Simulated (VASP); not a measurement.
# B2Pb (I4/mmm) in VASP: single point with PBE

Aim: the single point of B2Pb with PBE.

Program: VASP 6.6.1. These are calculated values, not measurements. Logs are shortened: lines on timing, memory, paths and dates and some standing lists are left out, and cuts for length are marked.

## 1. The cell of the first run

The structure is tetragonal, space group I4/mmm (No. 139). Conventional cell: a = 4.133 Å, b = 4.133 Å, c = 5.891 Å, α = 90.00°, β = 90.00°, γ = 90.00°. Within 2.0 Å of B (site symmetry 4mm) lie 1 B at 1.48 Å. Pb (site symmetry 4/mmm) has 10 B at 2.20 to 3.02 Å within 3.1 Å.

## 2. Single point, PBE

INCAR

```
ALGO     = Normal         # electronic algorithm
EDIFF    = 1E-6           # SCF threshold, eV
ENCUT    = 520            # plane-wave cutoff, eV
GGA      = PE             # functional
ISIF     = 2              # what is computed and relaxed
ISMEAR   = 0              # smearing method
LASPH    = True           # aspherical terms in the spheres
LCHARG   = False          # write CHGCAR
LREAL    = False          # projectors in reciprocal space
LWAVE    = False          # write WAVECAR
NBANDS   = 17             # bands
NELM     = 60             # most SCF steps
PREC     = Accurate       # precision mode
SIGMA    = 0.02           # smearing width, eV
```

KPOINTS

```
k-points
0
Gamma
  10 10 10
```

POSCAR

```
B2Pb
1.0
   -2.0667238036      2.0667238036      2.9456335266
    2.0667238036     -2.0667238036      2.9456335266
    2.0667238036      2.0667238036     -2.9456335266
B Pb
2 1
Direct
    0.6258069311      0.6258069311      0.0000000000
    0.3741930689      0.3741930689      0.0000000000
    0.0000000000      0.0000000000      0.0000000000
```

Potentials or basis: VASP PAW PBE potentials, release 64 (B, Pb_d).

Launch:

```sh
$ cat potpaw_PBE.64/B/POTCAR potpaw_PBE.64/Pb_d/POTCAR > POTCAR
$ mpirun -np 1 vasp_std > vasp.out
```

OUTCAR:

```text
EDIFF = 1E-6
   ENCUT = 520
   GGA = PE
   ISIF = 2
   ISMEAR = 0
   LASPH = True
   LREAL = False
   NELM = 60
   PREC = Accurate

 ion  position               nearest neighbor table
   1  0.626  0.626  0.000-   2 1.48   3 2.20   3 3.02   3 3.02   3 3.02   3 3.02
   2  0.374  0.374  0.000-   1 1.48   3 2.20   3 3.02   3 3.02   3 3.02   3 3.02
   3  0.000  0.000  0.000-   1 2.20   2 2.20   1 3.02   2 3.02   1 3.02   1 3.02   1 3.02   2 3.02
                             2 3.02   2 3.02

  LATTYP: Found a body centered tetragonal cell.
 ALAT       =     4.1334476072
 C/A-ratio  =     1.4252671409

  Lattice vectors:

 A1 = (  -2.0667238036,   2.0667238036,   2.9456335266)
 A2 = (   2.0667238036,  -2.0667238036,   2.9456335266)
 A3 = (   2.0667238036,   2.0667238036,  -2.9456335266)

Analysis of symmetry for initial positions (statically):
=====================================================================
 Subroutine PRICEL returns:
 Original cell was already a primitive cell.

 Routine SETGRP: Setting up the symmetry group for a
 body centered tetragonal supercell.

 Subroutine GETGRP returns: Found 16 space group operations
 (whereof 16 operations were pure point group operations)
 out of a pool of 16 trial point group operations.

The static configuration has the point symmetry D_4h.

Analysis of symmetry for dynamics (positions and initial velocities):
=====================================================================
 Subroutine PRICEL returns:
 Original cell was already a primitive cell.

 Routine SETGRP: Setting up the symmetry group for a
 body centered tetragonal supercell.

 Subroutine GETGRP returns: Found 16 space group operations
 (whereof 16 operations were pure point group operations)
 out of a pool of 16 trial point group operations.

The dynamic configuration has the point symmetry D_4h.

 Subroutine INISYM returns: Found 16 space group operations
 (whereof 16 operations are pure point group operations),
 and found     1 'primitive' translations

----------------------------------------------------------------------------------------

                                     Primitive cell

  volume of cell :      50.3273

  direct lattice vectors                    reciprocal lattice vectors
    -2.066723804  2.066723804  2.945633527     0.000000000  0.241928795  0.169742772
     2.066723804 -2.066723804  2.945633527     0.241928795  0.000000000  0.169742772
     2.066723804  2.066723804 -2.945633527     0.241928795  0.241928795  0.000000000

  length of vectors
     4.149632687  4.149632687  4.149632687     0.295537055  0.295537055  0.342138983

  position of ions in fractional coordinates (direct lattice)
     0.625806931  0.625806931  0.000000000
     0.374193069  0.374193069  0.000000000
     0.000000000  0.000000000  0.000000000

  ion indices of the primitive-cell ions
   primitive index   ion index
                 1           1
                 2           2
                 3           3

----------------------------------------------------------------------------------------

 KPOINTS: k-points

Automatic generation of k-mesh.
 Grid dimensions read from file:
 generate k-points for:   10   10   10

 Generating k-lattice:

  Cartesian coordinates                     Fractional coordinates (reciprocal lattice)
     0.000000000  0.024192880  0.016974277     0.100000000 -0.000000000  0.000000000
     0.024192880  0.000000000  0.016974277    -0.000000000  0.100000000  0.000000000
     0.024192880  0.024192880  0.000000000     0.000000000  0.000000000  0.100000000

  Length of vectors
     0.029553705  0.029553705  0.034213898

  Shift w.r.t. Gamma in fractional coordinates (k-lattice)
     0.000000000  0.000000000  0.000000000

 Subroutine IBZKPT returns following result:
 ===========================================

 Found    102 irreducible k-points:

 Following reciprocal coordinates:
            Coordinates               Weight
  0.000000  0.000000  0.000000      1.000000
  0.100000  0.000000 -0.000000      8.000000
  0.200000  0.000000 -0.000000      8.000000
  0.300000  0.000000 -0.000000      8.000000
  0.400000  0.000000  0.000000      8.000000
  0.500000  0.000000  0.000000      4.000000
[... 16 lines left out ...]
  0.300000  0.300000 -0.000000      8.000000
  0.400000  0.300000 -0.000000     16.000000
 [... further k-points ...]
   k-points           NKPTS =    102   k-points in BZ     NKDIM =    102   number of bands    NBANDS=     17
   number of dos      NEDOS =    301   number of ions     NIONS =      3
   total plane-waves  NPLWV =  32768
   dimension x,y,z NGX =    32 NGY =   32 NGZ =   32
   dimension x,y,z NGXF=    64 NGYF=   64 NGZF=   64
   ions per type =               2   1
   NGX,Y,Z   is equivalent  to a cutoff of  12.82, 12.82, 12.82 a.u.
   NGXF,Y,Z  is equivalent  to a cutoff of  25.64, 25.64, 25.64 a.u.
 SYSTEM =  unknown system
   PREC   = accura    normal or accurate (medium, high low for compatibility)
   ISTART =      0    job   : 0-new  1-cont  2-samecut
   ICHARG =      2    charge: 1-file 2-atom 10-const
   ISPIN  =      1    spin polarized calculation?
   LNONCOLLINEAR =      F non collinear calculations
   LSORBIT =      F    spin-orbit coupling
   LASPH  =      T    aspherical Exc in radial PAW
   ENCUT  =  520.0 eV  38.22 Ry    6.18 a.u.   7.72  7.72  7.72*2*pi/ulx,y,z
   NELM   =     60;   NELMIN=  2; NELMDL= -5     # of ELM steps
   EDIFF  = 0.1E-05   stopping-criterion for ELM
   LREAL  =      F    real-space projection
   EDIFFG = 0.1E-04   stopping-criterion for IOM
   NSW    =      0    number of steps for IOM
   IBRION =     -1    ionic relax: 0-MD 1-quasi-New 2-CG
   NFREE  =      0    steps in history (QN), initial steepest desc. (CG)
   ISIF   =      2    stress and relaxation
   ISYM   =      2    0-nonsym 1-usesym 2-fastsym
   POTIM  = 0.5000    time-step for ionic-motion
   TEBEG  =    0.0;   TEEND  =   0.0 temperature during run
   PSTRESS=    0.0 pullay stress
   NELECT =      20.0000    total number of electrons
   NUPDOWN=      -1.0000    fix difference up-down
   EMIN   =  10.00;   EMAX   =-10.00  energy-range for DOS
   EFERMI =   0.00;   METHOD = LEGACY
   ISMEAR =     0;   SIGMA  =   0.02  broadening in eV -4-tet -1-fermi 0-gaus
   EFERMI_NEDOS =   21; number of points for ismear=-14 and -15
   IALGO  =     38    algorithm
   IMIX   =      4    mixing-type and parameters
     AMIX     =   0.40;   BMIX     =  1.00
     AMIX_MAG =   1.60;   BMIX_MAG =  1.00
  volume/ion in A,a.u.               =      16.78       113.21
  Fermi-wavevector in a.u.,A,eV,Ry     =   1.203604  2.274482 19.710252  1.448663
  Thomas-Fermi vector in A             =   2.339353
   LORBIT       =      0    0 simple, 1 ext, 2 COOP (PROOUT), +10 PAW based schemes
   GGA     = PE    functional components
   LHFCALC =     F    Hartree Fock is set to
   AEXX    =    0.0000 exact exchange contribution
   IVDW    =     0    specifies the selected vdW correction
   LEPSILON=     F    determine dielectric tensor
   LRPA    =     F    only Hartree local field effects (RPA)
 non-spin polarized calculation
 Gauss-broadening in eV      SIGMA  =   0.02
  energy-cutoff  :      520.00
  volume of cell :       50.33
 maximum number of plane-waves:      1367
   NGX = 15   NGY = 15   NGZ = 15

 number of electron      19.9999997 magnetization

 Free energy of the ion-electron system (eV)
  ---------------------------------------------------
  ext. energy  EPLUGINS =         0.00000000
  ---------------------------------------------------
  free energy    TOTEN  =       -12.78381843 eV

  energy without entropy =      -12.78381843  energy(sigma->0) =      -12.78381843

 E-fermi :   5.7031     XC(G=0): -10.1909

 val. band max:        5.5762799648   @ k =  -0.1000   0.2000   0.1000
 cond. band min:       6.3590206353   @ k =  -0.1000   0.4000   0.1000
 fundamental gap:      0.7827406705
 Fermi energy:         5.7031172949

 k-point     1 :       0.0000    0.0000    0.0000
  band No.  band energies     occupation
      1     -11.8924      2.00000
      2     -11.6118      2.00000
      3     -11.6118      2.00000
      4     -11.5667      2.00000
      5     -11.5386      2.00000
      6      -6.6206      2.00000
[... 9 lines left out ...]
     16      12.1227      0.00000
     17      13.2663      0.00000

 k-point     2 :       0.1000    0.0000   -0.0000
  band No.  band energies     occupation
      1     -11.8929      2.00000
      2     -11.6097      2.00000
      3     -11.6078      2.00000
      4     -11.5644      2.00000
      5     -11.5395      2.00000
      6      -6.5051      2.00000
[... 9 lines left out ...]
     16      12.8250      0.00000
     17      13.0629      0.00000

 k-point     3 :       0.2000    0.0000   -0.0000
  band No.  band energies     occupation
      1     -11.8948      2.00000
      2     -11.6047      2.00000
      3     -11.5996      2.00000
      4     -11.5578      2.00000
      5     -11.5391      2.00000
      6      -6.1601      2.00000
[... 9 lines left out ...]
     16      13.2766      0.00000
     17      14.1884      0.00000

 k-point     4 :       0.3000    0.0000   -0.0000
  band No.  band energies     occupation
      1     -11.8983      2.00000
      2     -11.5995      2.00000
      3     -11.5957      2.00000
      4     -11.5482      2.00000
      5     -11.5325      2.00000
      6      -5.5934      2.00000
[... 9 lines left out ...]
     16      13.9095      0.00000
     17      15.5425      0.00000

 k-point     5 :       0.4000    0.0000    0.0000
  band No.  band energies     occupation
      1     -11.9018      2.00000
      2     -11.5970      2.00000
      3     -11.5962      2.00000
      4     -11.5392      2.00000
      5     -11.5226      2.00000
      6      -4.8351      2.00000
[... 9 lines left out ...]
     16      14.7651      0.00000
     17      16.4651      0.00000

 k-point     6 :       0.5000    0.0000    0.0000
  band No.  band energies     occupation
      1     -11.9032      2.00000
      2     -11.5983      2.00000
      3     -11.5952      2.00000
      4     -11.5355      2.00000
      5     -11.5180      2.00000
      6      -4.1807      2.00000
[... 9 lines left out ...]
     16      15.3052      0.00000
     17      16.6538      0.00000

 k-point     7 :       0.1000    0.1000   -0.0000
  band No.  band energies     occupation
      1     -11.8948      2.00000
      2     -11.6074      2.00000
      3     -11.5991      2.00000
      4     -11.5630      2.00000
      5     -11.5381      2.00000
      6      -6.3164      2.00000
[... 9 lines left out ...]
     16      12.7693      0.00000
     17      14.0181      0.00000

 k-point     8 :       0.2000    0.1000    0.0000
  band No.  band energies     occupation
      1     -11.8976      2.00000
      2     -11.6015      2.00000
      3     -11.5927      2.00000
      4     -11.5563      2.00000
      5     -11.5347      2.00000
      6      -5.8997      2.00000
[... 9 lines left out ...]
     16      13.0515      0.00000
     17      15.2354      0.00000
[... 203 lines left out ...]
      1     -11.8995      2.00000
      2     -11.6087      2.00000
      3     -11.5795      2.00000
      4     -11.5392      2.00000
      5     -11.5254      2.00000
      6      -4.2418      2.00000
[... 9 lines left out ...]
     16      15.7608      0.00000
     17      17.1976      0.00000

 k-point    20 :      -0.4000    0.2000    0.0000
  band No.  band energies     occupation
      1     -11.8969      2.00000
      2     -11.6181      2.00000
      3     -11.5777      2.00000
      4     -11.5439      2.00000
      5     -11.5283      2.00000
      6      -4.9764      2.00000
[... 9 lines left out ...]
     16      15.2450      0.00000
     17      16.5780      0.00000

 k-point    21 :      -0.3000    0.2000    0.0000
  band No.  band energies     occupation
      1     -11.8943      2.00000
      2     -11.6246      2.00000
      3     -11.5743      2.00000
      4     -11.5526      2.00000
      5     -11.5356      2.00000
      6      -5.5846      2.00000
[... 9 lines left out ...]
     16      13.9753      0.00000
     17      15.9428      0.00000

 k-point    22 :      -0.2000    0.2000    0.0000
  band No.  band energies     occupation
      1     -11.8926      2.00000
      2     -11.6236      2.00000
      3     -11.5820      2.00000
      4     -11.5520      2.00000
      5     -11.5450      2.00000
      6      -5.9972      2.00000
[... 9 lines left out ...]
     16      13.0214      0.00000
     17      15.3551      0.00000

 k-point    23 :       0.3000    0.3000   -0.0000
  band No.  band energies     occupation
      1     -11.9006      2.00000
      2     -11.6017      2.00000
      3     -11.5673      2.00000
      4     -11.5485      2.00000
      5     -11.5288      2.00000
      6      -4.0680      2.00000
[... 9 lines left out ...]
     16      15.2435      0.00000
     17      16.7636      0.00000

 k-point    24 :       0.4000    0.3000   -0.0000
  band No.  band energies     occupation
      1     -11.9001      2.00000
      2     -11.6115      2.00000
      3     -11.5673      2.00000
      4     -11.5484      2.00000
      5     -11.5198      2.00000
      6      -3.6661      2.00000
[... 9 lines left out ...]
     16      16.0302      0.00000
     17      16.8951      0.00000

 [... further k-points ...]

------------------------ aborting loop because EDIFF is reached ----------------------------------------

  FORCE on cell =-STRESS in cart. coord.  units (eV):
  Direction    XX          YY          ZZ          XY          YZ          ZX
  --------------------------------------------------------------------------------------
  -------------------------------------------------------------------------------------
  Total        0.0017943      0.0017943     -0.1090909      0.0000000     -0.0000000      0.0000000
  in kB        0.0571211      0.0571211     -3.4729244      0.0000000     -0.0000000      0.0000000
  external PRESSURE =      -1.1195607 kB  Pullay stress =       0.0000000 kB

 VOLUME and BASIS-vectors are now :
 -----------------------------------------------------------------------------
  energy-cutoff  :      520.00
  volume of cell :       50.33
      direct lattice vectors                 reciprocal lattice vectors
    -2.066723804  2.066723804  2.945633527     0.000000000  0.241928795  0.169742772
     2.066723804 -2.066723804  2.945633527     0.241928795  0.000000000  0.169742772
     2.066723804  2.066723804 -2.945633527     0.241928795  0.241928795  0.000000000

 POSITION                                       TOTAL-FORCE (eV/Angst)
 -----------------------------------------------------------------------------------
      0.00000      0.00000      3.68680        -0.000000     -0.000000      0.033092
      0.00000      0.00000      2.20447        -0.000000     -0.000000     -0.033092
      0.00000      0.00000      0.00000         0.000000      0.000000     -0.000000
 -----------------------------------------------------------------------------------
    total drift:                               -0.000000     -0.000000     -0.000000

  FREE ENERGIE OF THE ION-ELECTRON SYSTEM (eV)
  ---------------------------------------------------
  free  energy   TOTEN  =       -12.7838184269 eV

  energy  without entropy=      -12.7838184269  energy(sigma->0) =      -12.78381843
```

It took 28 s on 1 thread of Intel Xeon 6975P-C (Granite Rapids), shared host; peak memory 0.22 GiB.

What came out:

```yaml
Free_energy: -12.7838 eV
Pressure: -0.1 GPa
Largest_force: 0.033 eV/Å
Band_gap_on_the_k_mesh: 0.78 eV (least direct gap 1.07 eV)
```

Forces on the atoms (eV/Å):
```
B    0.000  0.000  0.033
B    0.000  0.000 -0.033
Pb   0.000  0.000  0.000
```

Stress tensor (GPa, compression positive):
```
 0.01  0.00  0.00
 0.00  0.01  0.00
 0.00  0.00 -0.35
```

Caveat: spin-orbit coupling is left out, which moves the levels of the heavy elements. A k mesh can miss the band edges.
